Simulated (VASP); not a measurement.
**H6C2O: single point with PBE+D3(BJ)**

H6C2O:

```
CELL_PARAMETERS angstrom
7.96022 0.00000 0.00000
0.00000 7.96022 0.00000
0.00000 0.00000 7.96022
ATOMIC_POSITIONS crystal
C 0.92882 0.48982 0.01363
C 0.77610 0.58508 0.96695
C 0.45587 0.51202 0.43268
C 0.30505 0.39352 0.42531
C 0.55437 0.97887 0.84411
C 0.70442 0.08722 0.84543
C 0.13321 0.90641 0.34485
C 0.98629 0.02152 0.31013
O 0.63693 0.49148 0.03480
O 0.27149 0.31314 0.57840
O 0.85018 0.99009 0.87704
O 0.83152 0.96313 0.37767
H 0.54799 0.49740 0.95651
H 0.78345 0.71856 0.01862
H 0.78145 0.59441 0.83636
H 0.03952 0.57026 0.99150
H 0.95262 0.44467 0.13986
H 0.95343 0.38827 0.92078
H 0.17957 0.23066 0.55206
H 0.19499 0.46943 0.38260
H 0.32466 0.29735 0.32754
H 0.47048 0.56503 0.30830
H 0.42508 0.61402 0.52274
H 0.57585 0.45256 0.46004
H 0.94578 0.06235 0.85220
H 0.71313 0.15089 0.72877
H 0.69496 0.18087 0.94038
H 0.45210 0.06218 0.81459
H 0.55990 0.87812 0.75100
H 0.51531 0.93205 0.96692
H 0.74724 0.02208 0.30820
H 0.02254 0.14742 0.36925
H 0.96325 0.04863 0.17532
H 0.24302 0.95736 0.28145
H 0.16657 0.89573 0.47864
H 0.12536 0.77620 0.29485
```

```json
{"Program": "VASP 6.6.1", "Task": "single point", "Functional": "PBE", "Dispersion": "D3(BJ)", "Potentials or basis": "VASP PAW PBE potentials, release 64 (C, O, H)", "Cutoff": "520 eV", "k mesh": "1 × 1 × 1", "Occupations": "fermi-dirac, width 0.05 eV", "Spin": "no spin polarisation", "Dipole correction": "no", "Further INCAR settings": "LREAL = Auto; ALGO = Normal; EDIFF = 1e-06; NBANDS = 64"}
```

```yaml
Pressure: 1.0 GPa
Largest_force: 3.086 eV/Å
Band_gap_on_the_k_mesh: 4.33 eV
Dispersion_energy_per_atom: -0.028 eV
```

Forces on the atoms (eV/Å):
```
C    2.473 -0.165 -1.076
C    0.180  0.740  2.991
C   -0.927  0.056  0.466
C    0.236  0.609 -1.339
C   -0.988 -0.250  0.220
C    0.296 -0.602  0.493
C    0.245 -0.820 -0.289
C    0.385  1.053  0.121
O    0.546  0.185  0.398
O   -1.127 -1.233  0.699
O    1.095 -0.329 -0.007
O   -0.664  0.306 -0.295
H   -1.249  0.079 -0.882
H   -0.350 -1.003 -0.271
H   -0.631  0.192 -2.125
H    0.020  0.246 -0.062
H   -0.711 -0.179  0.527
H   -0.297 -0.152  0.482
H    0.960  0.802  0.500
H    0.142 -0.129  0.156
H    0.153 -0.014 -0.205
H    0.049  0.372 -0.443
H    0.411 -0.207 -0.158
H    0.144 -0.261  0.384
H    0.043 -0.191  0.092
H    0.219  0.625 -1.430
H   -0.314  1.021  0.927
H   -0.795  0.372 -0.605
H    0.038 -0.123 -0.035
H    0.414 -0.461  0.316
H    0.206 -0.537  0.656
H   -0.381 -0.540 -0.328
H    0.539 -0.246  0.090
H    0.365  0.330 -0.106
H   -0.247  0.097  0.023
H   -0.479  0.356  0.113
```

Stress tensor (GPa, compression positive):
```
 1.63 -0.26 -0.11
-0.26 -0.24 -0.78
-0.11 -0.78  1.63
```

Levels at points of the mesh, in eV from the valence-band top:
| k point | band 36 | band 37 | band 38 | band 39 | band 40 | band 41 | band 42 | band 43 | band 44 | band 45 |
| --- | --- | --- | --- | --- | --- | --- | --- | --- | --- | --- |
| (0.00, 0.00, 0.00) | -1.81 | -0.27 | -0.18 | -0.12 | 0.00 | 4.33 | 5.41 | 5.67 | 6.05 | 6.39 |

Run time: 81 s on 1 thread of Intel(R) Xeon(R) Platinum 8259CL CPU @ 2.50GHz (Skylake/Cascade Lake), on a shared host, peak memory 0.44 GiB.

Caveat: the k points lie up to 0.79 Å⁻¹ apart.
